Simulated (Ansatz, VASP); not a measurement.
Ge: VASP beside Ansatz

```
CELL_PARAMETERS angstrom
4.00312 0.00000 0.00000
-2.00156 3.46680 0.00000
0.00000 0.00000 13.15671
ATOMIC_POSITIONS crystal
Ge 0.00000 0.00000 0.40685
Ge 0.00000 0.00000 0.59315
Ge 0.00000 0.00000 0.90685
Ge 0.00000 0.00000 0.09315
Ge 0.33333 0.66667 0.34406
Ge 0.66667 0.33333 0.65594
Ge 0.66667 0.33333 0.84406
Ge 0.33333 0.66667 0.15594
```

Alike in both runs: task single point; functional PBE; k mesh 6 × 6 × 2; occupations gaussian, width 0.1 eV; no spin polarisation.

```csv
,VASP,Ansatz
version,VASP 6.6.1,Ansatz 0.2.0
potentials or method,"VASP PAW PBE potentials, release 64 (Ge_d), cutoff 520 eV","scalar-relativistic, plane waves, PAW"
valence electrons in the cell,112,112
```

VASP gave:

```
gap on the k mesh at the Fermi level (eV)                     : none
pressure (GPa)                                                : 3.0
traceless stress, the component that is largest in VASP (GPa) : -0.30
rms of the force components (eV/Å)                            : 0.006
```

Estimate Ansatz's values.

gap on the k mesh at the Fermi level (eV): none; pressure (GPa): 3.0; traceless stress, the component that is largest in VASP (GPa): -0.31; rms of the force components (eV/Å): 0.006.

Atom by atom the forces differ by 0.001 eV/Å (rms over components). A gap of «none» marks a metal or a gap that the smearing closes.
